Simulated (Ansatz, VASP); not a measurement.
One calculation of SiO2, two programs

The input INCAR:

```
ALGO     = Normal         # electronic algorithm
EDIFF    = 1E-7           # SCF threshold, eV
ENCUT    = 520            # plane-wave cutoff, eV
GGA      = PS             # functional
ISIF     = 2              # what is computed and relaxed
ISMEAR   = 0              # smearing method
LASPH    = True           # aspherical terms in the spheres
LCHARG   = True           # write CHGCAR
LELF     = True           # ELF
LREAL    = Auto         
LVHAR    = True         
LWAVE    = False          # write WAVECAR
NBANDS   = 63             # bands
NELM     = 100            # most SCF steps
PREC     = Accurate       # precision mode
SIGMA    = 0.05           # smearing width, eV
```

Contents of KPOINTS:

```
k-points
0
Gamma
  4 4 4
```

File POSCAR:

```
SiO2
1.0
    3.3417903234     -8.1284566593      0.0000000000
    3.3417903234      8.1284566593      0.0000000000
    0.0000000000      0.0000000000      5.2514179063
Si O
6 12
Direct
    0.0102808395      0.4026121463      0.2500000000
    0.4026121463      0.0102808395      0.7500000000
    0.5973878537      0.9897191605      0.2500000000
    0.9897191605      0.5973878537      0.7500000000
    0.4430221731      0.5569778269      0.2500000000
    0.5569778269      0.4430221731      0.7500000000
    0.0000000000      0.5000000000      0.5000000000
    0.5000000000      0.0000000000      0.5000000000
    0.5000000000      0.0000000000      0.0000000000
    0.0000000000      0.5000000000      0.0000000000
    0.2099831976      0.4362740928      0.2500000000
    0.4362740928      0.2099831976      0.7500000000
    0.5637259072      0.7900168024      0.2500000000
    0.7900168024      0.5637259072      0.7500000000
    0.8307346196      0.1692653804      0.2500000000
    0.1692653804      0.8307346196      0.7500000000
    0.5000000000      0.5000000000      0.0000000000
    0.5000000000      0.5000000000      0.5000000000
```

Input for Ansatz:

```yaml
crystal:
  lattice:
    - [3.3417903234, -8.1284566593, 0.0]
    - [3.3417903234, 8.1284566593, 0.0]
    - [0.0, 0.0, 5.2514179063]
  atoms:
    - { symbol: Si, position: [0.0102808395, 0.4026121463, 0.25] }
    - { symbol: Si, position: [0.4026121463, 0.0102808395, 0.75] }
    - { symbol: Si, position: [0.5973878537, 0.9897191605, 0.25] }
    - { symbol: Si, position: [0.9897191605, 0.5973878537, 0.75] }
    - { symbol: Si, position: [0.4430221731, 0.5569778269, 0.25] }
    - { symbol: Si, position: [0.5569778269, 0.4430221731, 0.75] }
    - { symbol: O, position: [0.0, 0.5, 0.5] }
    - { symbol: O, position: [0.5, 0.0, 0.5] }
    - { symbol: O, position: [0.5, 0.0, 0.0] }
    - { symbol: O, position: [0.0, 0.5, 0.0] }
    - { symbol: O, position: [0.2099831976, 0.4362740928, 0.25] }
    - { symbol: O, position: [0.4362740928, 0.2099831976, 0.75] }
    - { symbol: O, position: [0.5637259072, 0.7900168024, 0.25] }
    - { symbol: O, position: [0.7900168024, 0.5637259072, 0.75] }
    - { symbol: O, position: [0.8307346196, 0.1692653804, 0.25] }
    - { symbol: O, position: [0.1692653804, 0.8307346196, 0.75] }
    - { symbol: O, position: [0.5, 0.5, 0.0] }
    - { symbol: O, position: [0.5, 0.5, 0.5] }
basis:
  ecutwfc: 420
kpoints:
  mp_grid: { grid: [4, 4, 4] }
hamiltonian:
  xc: pbesol
scf:
  occupations: { method: gaussian, width: 0.05 }
output:
  forces: true
  stress: true
  eigenvalues: true
  write_density: true
  write_potential: true
  elf: true
  volumetric_format: npy
```

Change from the starting cell: strain -0.1125 x Voigt [1, 0, 0, 0, 0, 0], atoms carried along.

Alike in both runs: task single point; functional PBEsol; k mesh 4 × 4 × 4; occupations gaussian, width 0.05 eV; no spin polarisation.

```csv
,VASP,Ansatz
version,VASP 6.6.1,Ansatz 0.2.0
potentials or method,"VASP PAW PBE potentials, release 64 (Si, O), cutoff 520 eV","scalar-relativistic, plane waves, PAW"
valence electrons in the cell,96,96
```

|  | VASP | Ansatz | Ansatz less VASP |
| --- | --- | --- | --- |
| gap on the k mesh at the Fermi level (eV) | 5.41 | 5.42 | +0.005 |
| least direct gap on the mesh (eV) | 5.41 | 5.42 | +0.005 |
| pressure (GPa) | 23.9 | 23.4 | -0.49 |
| traceless stress, the component that is largest in VASP (GPa) | 28.13 | 28.12 | -0.016 |
| rms of the force components (eV/Å) | 2.789 | 2.801 | +0.0122 |

VASP's potentials were made for PBE, not for PBEsol. Atom by atom the forces differ by 0.027 eV/Å (rms over components). With one functional, cell and mesh, what is left measures potentials, basis and numerics. Ansatz's warnings: xc potential rough in thin density.
